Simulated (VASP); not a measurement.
Crystal: Ni2SbTe.

```
Te Sb Ni
1.0
     3.96562    0.00000    0.00000
    -1.98281    3.43433    0.00000
     0.00000    0.00000    5.20348
Te Sb Ni
1 1 2
Cartesian
  0.0000 2.2896 0.0000
  1.9828 1.1448 2.6017
  0.0000 0.0000 1.3174
  0.0000 0.0000 3.8861
```

Base run:

| Item | Value |
| --- | --- |
| Program | VASP 6.6.1 |
| Functional | PBE |
| Potentials or basis | VASP PAW PBE potentials, release 64 (Te, Sb, Ni) |
| Cutoff | 520 eV |
| k mesh | 7 × 7 × 5 |
| Occupations | fermi-dirac, width 0.05 eV |
| Spin | collinear spin, ferromagnetic start |
| Starting moments | [0.0, 0.0, 1.5, 1.5] μB |
| Fixed moment | 3 μB |

Its results: pressure 8.9 GPa; site moments Te +0.33; Sb +0.30; Ni +0.92 μB; largest force 0.057 eV/Å.

Problem. The run is repeated on the same cell with these changes: fixed moment from 3 μB to 1.5 μB; moments at the start from [0.0, 0.0, 1.5, 1.5] to [0.0, 0.0, 0.75, 0.75]. What comes out?

Solution. Pressure 4.2 GPa; site moments Te +0.16; Sb +0.12; Ni +0.50 μB; largest force 0.083 eV/Å.

Caveats: the cell stands under pressure; the total moment is fixed, so each spin has its own Fermi level and the state may be an excited one.
